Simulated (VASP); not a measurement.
# LiH (Fm-3m) in VASP: a series of runs

Runs on LiH. Level: r2SCAN. Tasks: single point.

Everything below comes from runs of VASP 6.6.1. Logs are shortened: lines on timing, memory, paths and dates and some standing lists are left out, and cuts for length are marked.

### 1 The cell of the first run

The structure is cubic, space group Fm-3m (No. 225). The conventional cell has a = 3.740 Å, b = 3.740 Å, c = 3.740 Å, α = 90.00°, β = 90.00°, γ = 90.00°. Within 2.5 Å of Li (site symmetry m-3m) lie 6 H at 1.87 Å. Within 2.5 Å of H (site symmetry m-3m) lie 6 Li at 1.87 Å.

### 2 Single point, r2SCAN (strain -0.080 along x and y, -0.080 along z)

Input file POSCAR:

```
LiH
1.0
    0.0000000000      1.8699000000      1.8699000000
    1.8699000000      0.0000000000      1.8699000000
    1.8699000000      1.8699000000      0.0000000000
Li H
1 1
Direct
    0.0000000000      0.0000000000      0.0000000000
    0.5000000000      0.5000000000      0.5000000000
```

Input file INCAR.step1:

```
SYSTEM = LiH
PREC = Accurate
ENCUT = 830
ISMEAR = 0
SIGMA = 0.05
LREAL = .False.
LASPH = .True.
NELM = 120
NBANDS = 9
GGA = PE
ALGO = Normal
EDIFF = 1E-5
LWAVE = .True.
LCHARG = .False.
GGA_COMPAT = .False.
```

Input file INCAR.step2:

```
SYSTEM = LiH
PREC = Accurate
ENCUT = 830
EDIFF = 1E-6
ISMEAR = 0
SIGMA = 0.05
LREAL = .False.
LASPH = .True.
NELM = 120
ALGO = Normal
ISIF = 2
LWAVE = .False.
LCHARG = .True.
METAGGA = R2SCAN
LMIXTAU = .True.
LELF = .True.
LVHAR = .True.
NBANDS = 9
ISTART = 1
GGA_COMPAT = .False.
```

Input file KPOINTS:

```
regular mesh
0
Gamma
  10 10 10
  0 0 0
```

Potentials or basis: VASP PAW PBE potentials, release 64 (Li_sv, H).

Run with:

```
> cat potpaw_PBE.64/Li_sv/POTCAR potpaw_PBE.64/H/POTCAR > POTCAR
> cp INCAR.step1 INCAR
> mpirun -np 1 vasp_std > vasp.out
> cp INCAR.step2 INCAR
> mpirun -np 1 vasp_std > vasp.out
```

OUTCAR:

```text
SYSTEM = LiH
   PREC = Accurate
   ENCUT = 830
   EDIFF = 1E-6
   ISMEAR = 0
   LREAL = .False.
   LASPH = .True.
   NELM = 120
   ISIF = 2
   METAGGA = R2SCAN
   ISTART = 1

 ion  position               nearest neighbor table
   1  0.000  0.000  0.000-
   2  0.500  0.500  0.500-

  LATTYP: Found a face centered cubic cell.
 ALAT       =     3.7398000000

  Lattice vectors:

 A1 = (   0.0000000000,   1.8699000000,   1.8699000000)
 A2 = (   1.8699000000,   0.0000000000,   1.8699000000)
 A3 = (   1.8699000000,   1.8699000000,   0.0000000000)

Analysis of symmetry for initial positions (statically):
=====================================================================
 Subroutine PRICEL returns:
 Original cell was already a primitive cell.

 Routine SETGRP: Setting up the symmetry group for a
 face centered cubic supercell.

 Subroutine GETGRP returns: Found 48 space group operations
 (whereof 48 operations were pure point group operations)
 out of a pool of 48 trial point group operations.

The static configuration has the point symmetry O_h .

Analysis of symmetry for dynamics (positions and initial velocities):
=====================================================================
 Subroutine PRICEL returns:
 Original cell was already a primitive cell.

 Routine SETGRP: Setting up the symmetry group for a
 face centered cubic supercell.

 Subroutine GETGRP returns: Found 48 space group operations
 (whereof 48 operations were pure point group operations)
 out of a pool of 48 trial point group operations.

The dynamic configuration has the point symmetry O_h .

 Subroutine INISYM returns: Found 48 space group operations
 (whereof 48 operations are pure point group operations),
 and found     1 'primitive' translations

----------------------------------------------------------------------------------------

                                     Primitive cell

  volume of cell :      13.0763

  direct lattice vectors                    reciprocal lattice vectors
     0.000000000  1.869900000  1.869900000    -0.267393978  0.267393978  0.267393978
     1.869900000  0.000000000  1.869900000     0.267393978 -0.267393978  0.267393978
     1.869900000  1.869900000  0.000000000     0.267393978  0.267393978 -0.267393978

  length of vectors
     2.644437940  2.644437940  2.644437940     0.463139956  0.463139956  0.463139956

  position of ions in fractional coordinates (direct lattice)
     0.000000000  0.000000000  0.000000000
[... 83 lines left out ...]
   NFREE  =      0    steps in history (QN), initial steepest desc. (CG)
   ISIF   =      2    stress and relaxation
   ISYM   =      2    0-nonsym 1-usesym 2-fastsym
   POTIM  = 0.5000    time-step for ionic-motion
   TEBEG  =    0.0;   TEEND  =   0.0 temperature during run
   PSTRESS=    0.0 pullay stress
   NELECT =       4.0000    total number of electrons
   NUPDOWN=      -1.0000    fix difference up-down
   EMIN   =  10.00;   EMAX   =-10.00  energy-range for DOS
   EFERMI =   0.00;   METHOD = LEGACY
   ISMEAR =     0;   SIGMA  =   0.05  broadening in eV -4-tet -1-fermi 0-gaus
   EFERMI_NEDOS =   21; number of points for ismear=-14 and -15
   IALGO  =     38    algorithm
   IMIX   =      4    mixing-type and parameters
     AMIX     =   0.40;   BMIX     =  1.00
     AMIX_MAG =   1.60;   BMIX_MAG =  1.00
  volume/ion in A,a.u.               =       6.54        44.12
  Fermi-wavevector in a.u.,A,eV,Ry     =   1.103062  2.084484 16.554820  1.216745
  Thomas-Fermi vector in A             =   2.239514
   LORBIT       =      0    0 simple, 1 ext, 2 COOP (PROOUT), +10 PAW based schemes
   METAGGA = R2SCAN    functional components
   LHFCALC =     F    Hartree Fock is set to
   AEXX    =    0.0000 exact exchange contribution
   IVDW    =     0    specifies the selected vdW correction
   LEPSILON=     F    determine dielectric tensor
   LRPA    =     F    only Hartree local field effects (RPA)
 non-spin polarized calculation
 Gauss-broadening in eV      SIGMA  =   0.05
  energy-cutoff  :      830.00
  volume of cell :       13.08
 maximum number of plane-waves:       728
 NGX is ok and might be reduce to    28
   NGX = 13   NGY = 13   NGZ = 13

 number of electron       4.0000002 magnetization

 Free energy of the ion-electron system (eV)
  ---------------------------------------------------
  ext. energy  EPLUGINS =         0.00000000
  ---------------------------------------------------
  free energy    TOTEN  =        -6.73697722 eV

  energy without entropy =       -6.73697722  energy(sigma->0) =       -6.73697722

 E-fermi :   1.3180     XC(G=0):  -9.5751

 val. band max:        0.8555511415   @ k =   0.5000   0.5000   0.0000
 cond. band min:       4.2793811157   @ k =   0.5000   0.5000   0.0000
 fundamental gap:      3.4238299743
 Fermi energy:         1.3179839495

 k-point     1 :       0.0000    0.0000    0.0000
  band No.  band energies     occupation
      1     -44.6713      2.00000
      2      -5.4478      2.00000
      3      21.4518      0.00000
      4      22.5922      0.00000
      5      22.5922      0.00000
      6      22.5922      0.00000
      7      27.4581      0.00000
      8      27.4581      0.00000
      9      27.4581      0.00000
[... 265 lines left out ...]
 k-point    24 :       0.4000    0.3000    0.0000
  band No.  band energies     occupation
      1     -44.5693      2.00000
      2      -1.9258      2.00000
      3       8.8666      0.00000
      4      13.3342      0.00000
      5      14.9199      0.00000
      6      20.2376      0.00000
      7      23.0137      0.00000
      8      36.4189      0.00000
      9      36.8716      0.00000

 [... further k-points ...]

------------------------ aborting loop because EDIFF is reached ----------------------------------------

  FORCE on cell =-STRESS in cart. coord.  units (eV):
  Direction    XX          YY          ZZ          XY          YZ          ZX
  --------------------------------------------------------------------------------------
  -------------------------------------------------------------------------------------
  Total        0.8369104      0.8369104      0.8369104      0.0000000      0.0000000      0.0000000
  in kB      102.5426248    102.5426248    102.5426248      0.0000000      0.0000000      0.0000000
  external PRESSURE =     102.5426248 kB  Pullay stress =       0.0000000 kB

 VOLUME and BASIS-vectors are now :
 -----------------------------------------------------------------------------
  energy-cutoff  :      830.00
  volume of cell :       13.08
      direct lattice vectors                 reciprocal lattice vectors
     0.000000000  1.869900000  1.869900000    -0.267393978  0.267393978  0.267393978
     1.869900000  0.000000000  1.869900000     0.267393978 -0.267393978  0.267393978
     1.869900000  1.869900000  0.000000000     0.267393978  0.267393978 -0.267393978

 POSITION                                       TOTAL-FORCE (eV/Angst)
 -----------------------------------------------------------------------------------
      0.00000      0.00000      0.00000        -0.000000     -0.000000     -0.000000
      1.86990      1.86990      1.86990         0.000000      0.000000      0.000000
 -----------------------------------------------------------------------------------
    total drift:                                0.000000      0.000000      0.000000

  FREE ENERGIE OF THE ION-ELECTRON SYSTEM (eV)
  ---------------------------------------------------
  free  energy   TOTEN  =        -6.7369772200 eV

  energy  without entropy=       -6.7369772200  energy(sigma->0) =       -6.73697722
```

OSZICAR.step1:

```text
N       E                     dE             d eps       ncg     rms          rms(c)
DAV:   1     0.289919155844E+00    0.28992E+00   -0.21990E+03   854   0.578E+02
DAV:   2    -0.620002362024E+01   -0.64899E+01   -0.64409E+01  1196   0.710E+01
DAV:   3    -0.630031228673E+01   -0.10029E+00   -0.10024E+00  1039   0.751E+00
DAV:   4    -0.630070472050E+01   -0.39243E-03   -0.39241E-03  1109   0.436E-01
DAV:   5    -0.630070699934E+01   -0.22788E-05   -0.22788E-05  1072   0.221E-02    0.304E+00
DAV:   6    -0.610986591576E+01    0.19084E+00   -0.13721E-01   970   0.124E+00    0.156E+00
DAV:   7    -0.604114559710E+01    0.68720E-01   -0.19459E-01  1004   0.166E+00    0.235E-01
DAV:   8    -0.604267769297E+01   -0.15321E-02   -0.33658E-03  1001   0.424E-01    0.461E-02
DAV:   9    -0.604262763677E+01    0.50056E-04   -0.16169E-04  1094   0.651E-02    0.466E-03
DAV:  10    -0.604262623058E+01    0.14062E-05   -0.54735E-06   771   0.188E-02
   1 F= -.60426262E+01 E0= -.60426262E+01  d E =-.503000E-14
```

Run time: 1.8 min. Hardware: 1 thread of AMD EPYC 7R13, shared host; peak memory 0.13 GiB.

Results:

```
Free energy            : -6.7370 eV
Pressure               : 10.3 GPa
Band gap on the k mesh : 3.42 eV
```

Caveat: the cell differs from its parent crystal (strain -0.080 along x and y, -0.080 along z); the cell stands under pressure; the PAW data sets were made with another functional, which shifts forces and pressure a little. A k mesh can miss the band edges.

### 3 Single point, r2SCAN (strain -0.040 along x and y, -0.040 along z)

Input file POSCAR:

```
LiH
1.0
    0.0000000000      1.9512000000      1.9512000000
    1.9512000000      0.0000000000      1.9512000000
    1.9512000000      1.9512000000      0.0000000000
Li H
1 1
Direct
    0.0000000000      0.0000000000      0.0000000000
    0.5000000000      0.5000000000      0.5000000000
```

Input file INCAR.step1:

```
SYSTEM = LiH
  PREC = Accurate
  ENCUT = 830
  ISMEAR = 0
  SIGMA = 0.05
  LREAL = .False.
  LASPH = .True.
  NELM = 120
  NBANDS = 9
  GGA = PE
  ALGO = Normal
  EDIFF = 1E-5
  LWAVE = .True.
  LCHARG = .False.
  GGA_COMPAT = .False.
```

Input file INCAR.step2:

```
SYSTEM = LiH
  PREC = Accurate
  ENCUT = 830
  EDIFF = 1E-6
  ISMEAR = 0
  SIGMA = 0.05
  LREAL = .False.
  LASPH = .True.
  NELM = 120
  ALGO = Normal
  ISIF = 2
  LWAVE = .False.
  LCHARG = .False.
  METAGGA = R2SCAN
  LMIXTAU = .True.
  NBANDS = 9
  ISTART = 1
  GGA_COMPAT = .False.
```

KPOINTS is that of step 2.

Potentials or basis: VASP PAW PBE potentials, release 64 (Li_sv, H).

Run with:

```
> cat potpaw_PBE.64/Li_sv/POTCAR potpaw_PBE.64/H/POTCAR > POTCAR
> cp INCAR.step1 INCAR
> mpirun -np 1 vasp_std > vasp.out
> cp INCAR.step2 INCAR
> mpirun -np 1 vasp_std > vasp.out
```

It took 2.4 min on 1 thread of AMD EPYC 7R13, shared host; peak memory 0.13 GiB.

The run converged. Its results:

```yaml
Free_energy: -6.8089 eV
Pressure: 3.0 GPa
Band_gap_on_the_k_mesh: 3.53 eV
```

Levels at points of the mesh, in eV from the valence-band top:
```csv
k point,band 1,band 2,band 3,band 4,band 5,band 6,band 7
"(0.00, 0.00, 0.00)",-45.65,-5.76,18.74,20.27,20.27,20.27,24.85
"(0.50, 0.00, 0.00)",-45.59,-2.88,5.87,15.68,18.95,18.95,20.66
"(0.50, 0.50, 0.00)",-45.57,0.00,3.53,12.16,12.16,15.57,20.36
```

Caveat: the cell differs from its parent crystal (strain -0.040 along x and y, -0.040 along z); the cell stands under pressure; the PAW data sets were made with another functional, which shifts forces and pressure a little.

### 4 Single point, r2SCAN (strain +0.040 along x and y, +0.040 along z)

Input file POSCAR:

```
LiH
1.0
    0.0000000000      2.1138000000      2.1138000000
    2.1138000000      0.0000000000      2.1138000000
    2.1138000000      2.1138000000      0.0000000000
Li H
1 1
Direct
    0.0000000000      0.0000000000      0.0000000000
    0.5000000000      0.5000000000      0.5000000000
```

Input file INCAR.step1:

```
SYSTEM = LiH
PREC = Accurate
ENCUT = 830
ISMEAR = 0
SIGMA = 0.05
LREAL = .False.
LASPH = .True.
NELM = 120
NBANDS = 9
GGA = PE
ALGO = Normal
EDIFF = 1E-5
LWAVE = .True.
LCHARG = .False.
GGA_COMPAT = .False.
```

Input file INCAR.step2:

```
SYSTEM = LiH
PREC = Accurate
ENCUT = 830
EDIFF = 1E-6
ISMEAR = 0
SIGMA = 0.05
LREAL = .False.
LASPH = .True.
NELM = 120
ALGO = Normal
ISIF = 2
LWAVE = .False.
LCHARG = .False.
METAGGA = R2SCAN
LMIXTAU = .True.
NBANDS = 9
ISTART = 1
GGA_COMPAT = .False.
```

KPOINTS is that of step 3.

Run with:

```
> cat potpaw_PBE.64/Li_sv/POTCAR potpaw_PBE.64/H/POTCAR > POTCAR
> cp INCAR.step1 INCAR
> mpirun -np 1 vasp_std > vasp.out
> cp INCAR.step2 INCAR
> mpirun -np 1 vasp_std > vasp.out
```

Run time: 2.3 min. Hardware: 1 thread of AMD EPYC 7R13, shared host; peak memory 0.13 GiB.

It converged, with:

* Free energy: -6.7712 eV
* Pressure: -4.8 GPa
* Band gap on the k mesh: 3.65 eV

Levels at points of the mesh, in eV from the valence-band top:
```tsv
k point	band 1	band 2	band 3	band 4	band 5
(0.00, 0.00, 0.00)	-45.90	-4.87	15.55	17.70	17.70
(0.50, 0.00, 0.00)	-45.88	-2.21	5.26	13.54	16.61
(0.50, 0.50, 0.00)	-45.87	0.00	3.65	10.92	10.92
```

Caveat: the cell differs from its parent crystal (strain +0.040 along x and y, +0.040 along z); the cell stands under tension; the PAW data sets were made with another functional, which shifts forces and pressure a little.

### 5 Single point, r2SCAN (strain +0.080 along x and y, +0.080 along z)

Input file POSCAR:

```
LiH
1.0
    0.0000000000      2.1951000000      2.1951000000
    2.1951000000      0.0000000000      2.1951000000
    2.1951000000      2.1951000000      0.0000000000
Li H
1 1
Direct
    0.0000000000      0.0000000000      0.0000000000
    0.5000000000      0.5000000000      0.5000000000
```

Input file INCAR.step1:

```
ALGO = Normal
EDIFF = 1E-5
ENCUT = 830
GGA = PE
GGA_COMPAT = False
ISMEAR = 0
LASPH = True
LCHARG = False
LREAL = False
LWAVE = True
NBANDS = 9
NELM = 120
PREC = Accurate
SIGMA = 0.05
```

Input file INCAR.step2:

```
ALGO = Normal
EDIFF = 1E-6
ENCUT = 830
GGA_COMPAT = False
ISIF = 2
ISMEAR = 0
ISTART = 1
LASPH = True
LCHARG = False
LMIXTAU = True
LREAL = False
LWAVE = False
METAGGA = R2SCAN
NBANDS = 9
NELM = 120
PREC = Accurate
SIGMA = 0.05
```

Input file KPOINTS:

```
k-points
0
Gamma
  10 10 10
```

Run with:

```
> cat potpaw_PBE.64/Li_sv/POTCAR potpaw_PBE.64/H/POTCAR > POTCAR
> cp INCAR.step1 INCAR
> mpirun -np 1 vasp_std > vasp.out
> cp INCAR.step2 INCAR
> mpirun -np 1 vasp_std > vasp.out
```

Run time: 2.7 min. Hardware: 1 thread of AMD EPYC 7R13, shared host; peak memory 0.14 GiB.

Results (log left out):

```yaml
Free_energy: -6.6892 eV
Pressure: -6.5 GPa
Band_gap_on_the_k_mesh: 3.68 eV
```

Levels at points of the mesh, in eV from the valence-band top:
```csv
k point,band 1,band 2,band 3,band 4,band 5,band 6,band 7
"(0.00, 0.00, 0.00)",-46.07,-4.48,14.21,16.59,16.59,16.59,20.67
"(0.50, 0.00, 0.00)",-46.05,-1.95,4.98,12.64,15.60,15.60,17.23
"(0.50, 0.50, 0.00)",-46.05,0.00,3.68,10.37,10.37,13.39,15.37
```

Caveat: the cell differs from its parent crystal (strain +0.080 along x and y, +0.080 along z); the cell stands under tension; the PAW data sets were made with another functional, which shifts forces and pressure a little.

### 6 Overview

| cell | gap on the mesh (eV) | pressure (GPa) |
| --- | --- | --- |
| a = 2.644 Å, angles 60.0°, 2 atoms | 3.42 | 10.3 |
| a = 2.759 Å, angles 60.0°, 2 atoms | 3.53 | 3.0 |
| a = 2.989 Å, angles 60.0°, 2 atoms | 3.65 | -4.8 |
| a = 3.104 Å, angles 60.0°, 2 atoms | 3.68 | -6.5 |

Alike in all rows: task single point; level r2SCAN; potentials or basis VASP PAW PBE potentials, release 64 (Li_sv, H); no spin polarisation; k mesh 10 × 10 × 10; cutoff (eV) 830; smearing gaussian 0.05 eV.

Caveats: the PAW data sets were made with another functional, which shifts forces and pressure a little; the cell stands under pressure (at least some runs); the cell stands under tension (at least some runs).

Total energies depend on the potentials used, so only differences within one code and one set of settings carry meaning.
